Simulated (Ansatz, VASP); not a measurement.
**Al: VASP beside Ansatz**

```xyz
1
Lattice="-1.5912 1.6608 1.6608 1.5912 -1.5216 1.5216 1.5912 1.5216 -1.5216" Properties=species:S:1:pos:R:3 pbc="T T T"
Al    0.0000    0.0000    0.0000
```

Change from the starting cell: strain +0.0875 x Voigt [0, 0, 0, 1, 0, 0], atoms carried along.

Alike in both runs: task single point; functional PBEsol; k mesh 20 × 20 × 20; occupations gaussian, width 0.15 eV; no spin polarisation.

```csv
,VASP,Ansatz
version,VASP 6.6.1,Ansatz 0.2.0
potentials or method,"VASP PAW PBE potentials, release 64 (Al), cutoff 520 eV","scalar-relativistic, plane waves, PAW"
valence electrons in the cell,3,3
```

Ansatz gave:

| Item | Value |
| --- | --- |
| gap on the k mesh at the Fermi level (eV) | none |
| pressure (GPa) | 3.1 |
| traceless stress, the component that is largest in VASP (GPa) | -4.56 |

Task: Estimate VASP's values.

Result: gap on the k mesh at the Fermi level (eV): none; pressure (GPa): 3.1; traceless stress, the component that is largest in VASP (GPa): -4.59.

VASP's potentials were made for PBE, not for PBEsol. A gap of «none» marks a metal or a gap that the smearing closes.
